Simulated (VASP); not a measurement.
# B33N32 (a cell with a defect) in VASP: single point with PBEsol

Aim: the single point of B33N32 (a cell with a defect) with PBEsol.

Program: VASP 6.6.1. These are calculated values, not measurements. Logs are shortened: lines on timing, memory, paths and dates and some standing lists are left out, and cuts for length are marked.

## (1) The cell of the first run

The cell holds a defect, 65 atoms: a = 7.212 Å, b = 7.212 Å, c = 7.212 Å, α = 90.00°, β = 90.00°, γ = 90.00°.

## (2) Single point, PBEsol

INCAR reads:

```
PREC = Accurate
ENCUT = 520
EDIFF = 1E-6
ISMEAR = -1
SIGMA = 0.05
LREAL = Auto
LASPH = True
NELM = 120
ALGO = Normal
ISIF = 2
LWAVE = False
LCHARG = False
GGA = PS
NBANDS = 168
NELECT = 256.0
GGA_COMPAT = False
```

KPOINTS reads:

```
Automatic mesh
0
Gamma
  1 1 1
```

POSCAR reads:

```
B33N32
1.0
    7.2115910000      0.0000000000      0.0000000000
    0.0000000000      7.2115910000      0.0000000000
    0.0000000000      0.0000000000      7.2115910000
B N
33 32
Direct
    0.9980680000      0.9980450000      0.0003050000
    0.9983000000      0.9982620000      0.5026370000
    0.9982180000      0.4981030000      0.9994950000
    0.9985260000      0.4982360000      0.5036740000
    0.4981310000      0.9981920000      0.9994900000
    0.4982690000      0.9984820000      0.5036790000
    0.4976670000      0.4976320000      0.9819740000
    0.4986010000      0.4985600000      0.5217370000
    0.2415970000      0.2415630000      0.9949380000
    0.2473480000      0.2473060000      0.5024080000
    0.2472840000      0.7490610000      0.0006500000
    0.2422650000      0.7544220000      0.5077770000
    0.7490910000      0.2472630000      0.0006480000
    0.7544630000      0.2422380000      0.5077710000
    0.7543800000      0.7543580000      0.9956460000
    0.7494150000      0.7493780000      0.5027490000
    0.2461480000      0.9982090000      0.2514730000
    0.2469760000      0.9980800000      0.7514340000
    0.2287310000      0.4976750000      0.2509970000
    0.2461460000      0.4980880000      0.7515300000
    0.7503480000      0.9984630000      0.2515940000
    0.7492960000      0.9982160000      0.7516290000
    0.7684080000      0.4984760000      0.2519420000
    0.7503530000      0.4982640000      0.7518130000
    0.9982550000      0.2461190000      0.2514740000
    0.9981200000      0.2469470000      0.7514300000
    0.9984940000      0.7503060000      0.2515970000
    0.9982470000      0.7492670000      0.7516260000
    0.4977060000      0.2286780000      0.2510040000
    0.4981170000      0.2461120000      0.7515210000
    0.4985070000      0.7684010000      0.2519390000
    0.4982910000      0.7503160000      0.7518150000
    0.4989150000      0.4988780000      0.2523180000
    0.1236600000      0.1236300000      0.1269400000
    0.1236090000      0.1235830000      0.6267520000
    0.1218100000      0.6242940000      0.1260220000
    0.1239320000      0.6235010000      0.6265960000
    0.6243320000      0.1217830000      0.1260130000
    0.6235200000      0.1239170000      0.6265820000
    0.6202910000      0.6202720000      0.1300720000
    0.6245620000      0.6245360000      0.6288220000
    0.3763720000      0.3763340000      0.1296480000
    0.3728350000      0.3728100000      0.6288440000
    0.3728220000      0.8755140000      0.1261300000
    0.3738010000      0.8732620000      0.6265870000
    0.8755410000      0.3728010000      0.1261290000
    0.8732880000      0.3737850000      0.6265820000
    0.8732500000      0.8732230000      0.1271040000
    0.8735470000      0.8735280000      0.6268700000
    0.3727270000      0.1217930000      0.3776110000
    0.3736340000      0.1236630000      0.8769950000
    0.3767500000      0.6203780000      0.3736820000
    0.3727260000      0.6242890000      0.8751170000
    0.8732660000      0.1239240000      0.3768370000
    0.8734230000      0.1235720000      0.8769160000
    0.8755080000      0.6244870000      0.3778110000
    0.8732440000      0.6235120000      0.8772820000
    0.1218240000      0.3727030000      0.3776070000
    0.1236850000      0.3736130000      0.8770020000
    0.1239490000      0.8732290000      0.3768400000
    0.1235910000      0.8734000000      0.8769230000
    0.6204050000      0.3767070000      0.3736900000
    0.6243080000      0.3727100000      0.8751000000
    0.6245120000      0.8754940000      0.3778080000
    0.6235290000      0.8732270000      0.8772750000
```

Potentials or basis: VASP PAW PBE potentials, release 64 (B, N).

Command:

```console
cat potpaw_PBE.64/B/POTCAR potpaw_PBE.64/N/POTCAR > POTCAR
mpirun -np 1 vasp_gam > vasp.out
```

OUTCAR:

```text
PREC = Accurate
   ENCUT = 520
   EDIFF = 1E-6
   ISMEAR = -1
   LREAL = Auto
   LASPH = True
   NELM = 120
   ISIF = 2
   GGA = PS
   NELECT = 256.0

 ion  position               nearest neighbor table
   1  0.998  0.998  0.000-  61 1.56  55 1.56  48 1.57  34 1.57
   2  0.998  0.998  0.503-  49 1.56  35 1.56  60 1.57  54 1.57
   3  0.998  0.498  0.999-  59 1.55  57 1.55  46 1.56  36 1.57
   4  0.999  0.498  0.504-  47 1.55  37 1.56  58 1.56  56 1.56
   5  0.498  0.998  0.999-  51 1.55  65 1.55  44 1.56  38 1.57
   6  0.498  0.998  0.504-  45 1.55  39 1.56  50 1.56  64 1.56
   7  0.498  0.498  0.982-  63 1.50  53 1.50  42 1.63  40 1.64  33 1.95
   8  0.499  0.499  0.522-  43 1.50  41 1.50  62 1.64  52 1.64  33 1.94
   9  0.242  0.242  0.995-  34 1.53  51 1.53  59 1.53  42 1.68
  10  0.247  0.247  0.502-  35 1.55  50 1.56  58 1.56  43 1.57
  11  0.247  0.749  0.001-  61 1.55  36 1.56  53 1.56  44 1.57
  12  0.242  0.754  0.508-  60 1.53  37 1.53  45 1.54  52 1.68
  13  0.749  0.247  0.001-  55 1.55  38 1.56  63 1.56  46 1.57
  14  0.754  0.242  0.508-  54 1.53  39 1.53  47 1.54  62 1.68
  15  0.754  0.754  0.996-  57 1.53  65 1.53  48 1.54  40 1.68
  16  0.749  0.749  0.503-  49 1.55  41 1.56  56 1.57  64 1.57
  17  0.246  0.998  0.251-  34 1.55  60 1.55  44 1.56  50 1.57
  18  0.247  0.998  0.751-  35 1.56  61 1.56  45 1.57  51 1.57
  19  0.229  0.498  0.251-  58 1.50  36 1.50  42 1.63  52 1.64  33 1.95
  20  0.246  0.498  0.752-  59 1.55  37 1.55  43 1.56  53 1.57
  21  0.750  0.998  0.252-  48 1.55  54 1.56  38 1.56  64 1.56
  22  0.749  0.998  0.752-  49 1.56  55 1.56  65 1.57  39 1.57
  23  0.768  0.498  0.252-  46 1.50  56 1.50  62 1.64  40 1.64  33 1.94
  24  0.750  0.498  0.752-  47 1.55  57 1.56  63 1.56  41 1.56
  25  0.998  0.246  0.251-  34 1.55  54 1.55  46 1.56  58 1.57
  26  0.998  0.247  0.751-  35 1.56  55 1.56  47 1.57  59 1.57
  27  0.998  0.750  0.252-  48 1.55  60 1.56  36 1.56  56 1.56
  28  0.998  0.749  0.752-  49 1.56  61 1.56  57 1.57  37 1.57
  29  0.498  0.229  0.251-  50 1.50  38 1.50  42 1.63  62 1.64  33 1.95
  30  0.498  0.246  0.752-  51 1.55  39 1.55  43 1.56  63 1.57
  31  0.499  0.768  0.252-  44 1.50  64 1.50  52 1.64  40 1.64  33 1.94
  32  0.498  0.750  0.752-  45 1.55  65 1.56  53 1.56  41 1.56
  33  0.499  0.499  0.252-  40 1.52  52 1.52  62 1.52  42 1.53   8 1.94  23 1.94  31 1.94  19 1.95
                            29 1.95   7 1.95
  34  0.124  0.124  0.127-   9 1.53  25 1.55  17 1.55   1 1.57
  35  0.124  0.124  0.627-  10 1.55  26 1.56  18 1.56   2 1.56
  36  0.122  0.624  0.126-  19 1.50  27 1.56  11 1.56   3 1.57
  37  0.124  0.624  0.627-  12 1.53  20 1.55   4 1.56  28 1.57
  38  0.624  0.122  0.126-  29 1.50  21 1.56  13 1.56   5 1.57
  39  0.624  0.124  0.627-  14 1.53  30 1.55   6 1.56  22 1.57
  40  0.620  0.620  0.130-  33 1.52  31 1.64  23 1.64   7 1.64  15 1.68
  41  0.625  0.625  0.629-   8 1.50  32 1.56  24 1.56  16 1.56
[... 271 lines left out ...]
   TEBEG  =    0.0;   TEEND  =   0.0 temperature during run
   PSTRESS=    0.0 pullay stress
   NELECT =     256.0000    total number of electrons
   NUPDOWN=      -1.0000    fix difference up-down
   EMIN   =  10.00;   EMAX   =-10.00  energy-range for DOS
   EFERMI =   0.00;   METHOD = LEGACY
   ISMEAR =    -1;   SIGMA  =   0.05  broadening in eV -4-tet -1-fermi 0-gaus
   EFERMI_NEDOS =   21; number of points for ismear=-14 and -15
   IALGO  =     38    algorithm
   IMIX   =      4    mixing-type and parameters
     AMIX     =   0.40;   BMIX     =  1.00
     AMIX_MAG =   1.60;   BMIX_MAG =  1.00
  volume/ion in A,a.u.               =       5.77        38.94
  Fermi-wavevector in a.u.,A,eV,Ry     =   1.441420  2.723888 28.268692  2.077690
  Thomas-Fermi vector in A             =   2.560054
   LORBIT       =      0    0 simple, 1 ext, 2 COOP (PROOUT), +10 PAW based schemes
   GGA     = PS    functional components
   LHFCALC =     F    Hartree Fock is set to
   AEXX    =    0.0000 exact exchange contribution
   IVDW    =     0    specifies the selected vdW correction
   LEPSILON=     F    determine dielectric tensor
   LRPA    =     F    only Hartree local field effects (RPA)
 non-spin polarized calculation
  energy-cutoff  :      520.00
  volume of cell :      375.05
 maximum number of plane-waves:      5030
 NGX is ok and might be reduce to    54
   NGX = 27   NGY = 27   NGZ = 27

 number of electron     256.0000030 magnetization

 Free energy of the ion-electron system (eV)
  ---------------------------------------------------
  ext. energy  EPLUGINS =         0.00000000
  ---------------------------------------------------
  free energy    TOTEN  =      -612.13504609 eV

  energy without entropy =     -612.13504609  energy(sigma->0) =     -612.13504609

 E-fermi :   8.8768     XC(G=0): -13.0511

 val. band max:        7.6313255719   @ k =   0.0000   0.0000   0.0000
 cond. band min:      11.6315958245   @ k =   0.0000   0.0000   0.0000
 fundamental gap:      4.0002702526
 Fermi energy:         8.8767919409

 k-point     1 :       0.0000    0.0000    0.0000
  band No.  band energies     occupation
      1     -13.6332      2.00000
      2     -11.8553      2.00000
      3     -11.0266      2.00000
      4     -11.0152      2.00000
      5     -11.0126      2.00000
      6     -10.6971      2.00000
[... 132 lines left out ...]
    139      14.8861      0.00000
    140      14.9242      0.00000
 [bands above 140 left out]

------------------------ aborting loop because EDIFF is reached ----------------------------------------

  FORCE on cell =-STRESS in cart. coord.  units (eV):
  Direction    XX          YY          ZZ          XY          YZ          ZX
  --------------------------------------------------------------------------------------
  -------------------------------------------------------------------------------------
  Total      -18.2078310    -18.2114046    -18.2063582     -0.0936727     -0.0728870     -0.0785148
  in kB      -77.7813599    -77.7966259    -77.7750681     -0.4001568     -0.3113631     -0.3354046
  external PRESSURE =     -77.7843513 kB  Pullay stress =       0.0000000 kB

 VOLUME and BASIS-vectors are now :
 -----------------------------------------------------------------------------
  energy-cutoff  :      520.00
  volume of cell :      375.05
      direct lattice vectors                 reciprocal lattice vectors
     7.211591000  0.000000000  0.000000000     0.138665656  0.000000000  0.000000000
     0.000000000  7.211591000  0.000000000     0.000000000  0.138665656  0.000000000
     0.000000000  0.000000000  7.211591000     0.000000000  0.000000000  0.138665656

 POSITION                                       TOTAL-FORCE (eV/Angst)
 -----------------------------------------------------------------------------------
      7.19766      7.19749      0.00220         0.059407      0.059382      0.078346
      7.19933      7.19906      3.62481         0.047582      0.050293      0.060990
      7.19874      3.59212      7.20795         0.055860      0.082301      0.043324
      7.20096      3.59307      3.63229         0.030461      0.070814      0.054320
      3.59232      7.19855      7.20791         0.081406      0.056776      0.043333
      3.59331      7.20064      3.63233         0.069188      0.034493      0.053652
[... 57 lines left out ...]
      4.50373      6.31370      2.72460        -0.098841     -0.025680     -0.089462
      4.49664      6.29736      6.32655        -0.093764     -0.055728     -0.050304
 -----------------------------------------------------------------------------------
    total drift:                               -0.006788     -0.005845      0.005991

  FREE ENERGIE OF THE ION-ELECTRON SYSTEM (eV)
  ---------------------------------------------------
  free  energy   TOTEN  =      -612.1350460937 eV

  energy  without entropy=     -612.1350460937  energy(sigma->0) =     -612.13504609
```

It took 2.3 min on 1 thread of Intel Xeon Platinum 8488C (Sapphire Rapids), shared host; peak memory 0.36 GiB.

Results:

- Free energy: -612.1350 eV
- Largest force: 0.347 eV/Å

Forces on the atoms (eV/Å):
```
B    0.059  0.059  0.078
B    0.048  0.050  0.061
B    0.056  0.082  0.043
B    0.030  0.071  0.054
B    0.081  0.057  0.043
B    0.069  0.034  0.054
B    0.075  0.078  0.033
B    0.014  0.015  0.018
B    0.000  0.002 -0.004
B    0.063  0.066  0.058
B    0.075  0.060  0.062
B    0.002  0.089  0.091
B    0.059  0.076  0.061
B    0.087  0.002  0.092
B    0.093  0.093  0.001
B    0.037  0.040  0.024
B    0.050  0.054  0.075
B    0.081  0.056  0.058
B    0.016  0.075  0.072
B    0.052  0.088  0.062
B    0.058  0.035  0.064
B    0.063  0.060  0.048
B    0.013  0.021  0.004
B    0.059  0.064  0.037
B    0.051  0.051  0.074
B    0.053  0.083  0.058
B    0.033  0.060  0.064
B    0.057  0.065  0.050
B    0.076  0.019  0.071
B    0.087  0.054  0.062
B    0.020  0.008  0.004
B    0.063  0.061  0.037
B   -0.061 -0.061 -0.080
N   -0.037 -0.038 -0.066
N   -0.065 -0.067 -0.048
N   -0.065 -0.096 -0.016
N   -0.051 -0.090 -0.056
N   -0.098 -0.066 -0.014
N   -0.087 -0.055 -0.053
N   -0.140 -0.141  0.143
N   -0.108 -0.109 -0.025
N    0.198  0.198  0.205
N   -0.026 -0.026 -0.074
N   -0.030 -0.069 -0.021
N   -0.066 -0.065 -0.060
N   -0.070 -0.032 -0.020
N   -0.062 -0.069 -0.059
N   -0.061 -0.062 -0.059
N   -0.037 -0.040 -0.038
N   -0.023 -0.064 -0.089
N   -0.072 -0.043 -0.038
N    0.141 -0.154 -0.144
N   -0.028 -0.094 -0.069
N   -0.051 -0.055 -0.086
N   -0.044 -0.070 -0.068
N   -0.023 -0.101 -0.090
N   -0.053 -0.096 -0.052
N   -0.061 -0.023 -0.088
N   -0.041 -0.074 -0.039
N   -0.053 -0.052 -0.086
N   -0.069 -0.046 -0.069
N   -0.154  0.142 -0.146
N   -0.091 -0.031 -0.066
N   -0.099 -0.026 -0.089
N   -0.094 -0.056 -0.050
```

Caveat: the k points lie up to 0.87 Å⁻¹ apart, too coarse for converged energies, forces and pressures; the cell carries a net charge on a neutralising background, which shifts energy and pressure; the cell is charged against a uniform background, so pressure and absolute levels hang on convention; the PAW data sets were made with another functional, which shifts forces and pressure a little.
